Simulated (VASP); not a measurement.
Wanted: the native input for a VASP 6.6.1 run.

* Task: single point
* Functional: PBEsol
* Potentials or basis: VASP PAW PBE potentials, release 64 (Ti_sv, C)
* Cutoff: 520 eV
* k mesh: 26 × 26 × 26
* Occupations: gaussian, width 0.15 eV
* Spin: no spin polarisation
* Dipole correction: no
* Further INCAR settings: ALGO = Normal; EDIFF = 1e-07; NBANDS = 15

The structure of TiC lies in POSCAR:

```
TiC
1.0
    0.0000000000      1.8753024885      2.8129537328
    1.8753024885      0.0000000000      2.8129537328
    1.8753024885      1.8753024885      0.0000000000
Ti C
1 1
Direct
    0.0000000000      0.0000000000      0.0000000000
    0.5000000000      0.5000000000      0.5000000000
```

This cell differs from its parent crystal: ratio of the length along z to the lengths across it x 1.5, volume and fractional coordinates fixed.

The input as run:

INCAR

```
SYSTEM = TiC
ALGO     = Normal         ! electronic algorithm
EDIFF    = 1E-7           ! SCF threshold, eV
ENCUT    = 520            ! plane-wave cutoff, eV
GGA      = PS             ! functional
ISIF     = 2              ! what is computed and relaxed
ISMEAR   = 0              ! smearing method
LASPH    = .True.         ! aspherical terms in the spheres
LCHARG   = .False.        ! write CHGCAR
LREAL    = .False.        ! projectors in reciprocal space
LWAVE    = .False.        ! write WAVECAR
NBANDS   = 15             ! bands
NELM     = 80             ! most SCF steps
PREC     = Accurate       ! precision mode
SIGMA    = 0.15           ! smearing width, eV
```

KPOINTS

```
k-points
0
Gamma
  26 26 26
  0 0 0
```

Potentials or basis: VASP PAW PBE potentials, release 64 (Ti_sv, C).

Run with:

```bash
$ cat potpaw_PBE.64/Ti_sv/POTCAR potpaw_PBE.64/C/POTCAR > POTCAR
$ mpirun -np 1 vasp_std > vasp.out
```

It gave:

| Quantity | Value |
| --- | --- |
| Pressure | 74.9 GPa |
| Band gap on the k mesh | zero (band 8 reaches 11.74 eV, above the bottom of band 9 at 8.92 eV) |

Caveat: the PAW data sets were made with another functional, which shifts forces and pressure a little.

Wall time 5.4 min on 1 thread of AMD EPYC 9R45 96-Core Processor (Zen 5), with other jobs on the host, peak memory 0.46 GiB.
